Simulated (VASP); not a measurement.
Set up this calculation in VASP 6.6.1, as the native input.

```yaml
Task: single point
Functional: PBE
Potentials_or_basis: VASP PAW PBE potentials, release 64 (Ag)
Cutoff: 520 eV
k_mesh: 8 × 8 × 8
Occupations: gaussian, width 0.1 eV
Spin: no spin polarisation
Dipole_correction: no
Further_INCAR_settings: ALGO = Normal; EDIFF = 1e-06; NBANDS = 12
```

The structure of Ag lies in POSCAR:

```
Ag
1.0
    0.0000000000      2.0781799427      2.0781799427
    2.0781799427      0.0000000000      2.0781799427
    2.0781799427      2.0781799427      0.0000000000
Ag
1
Direct
    0.0000000000      0.0000000000      0.0000000000
```

One way to write it, as run:

INCAR

```
PREC = Accurate
ENCUT = 520
EDIFF = 1E-6
ISMEAR = 0
SIGMA = 0.1
LREAL = False
LASPH = True
NELM = 60
ALGO = Normal
ISIF = 2
LWAVE = False
LCHARG = False
GGA = PE
NBANDS = 12
```

KPOINTS

```
Automatic mesh
0
Gamma
  8 8 8
```

Potentials or basis: VASP PAW PBE potentials, release 64 (Ag).

The run is started by

```console
$ cat potpaw_PBE.64/Ag/POTCAR > POTCAR
$ mpirun -np 1 vasp_std > vasp.out
```

Results of the run:

The pressure is -0.1 GPa.

Run time: 4.3 s on 1 thread of AMD EPYC 9R45 96-Core Processor (Zen 5), with other jobs on the host, peak memory 0.11 GiB.
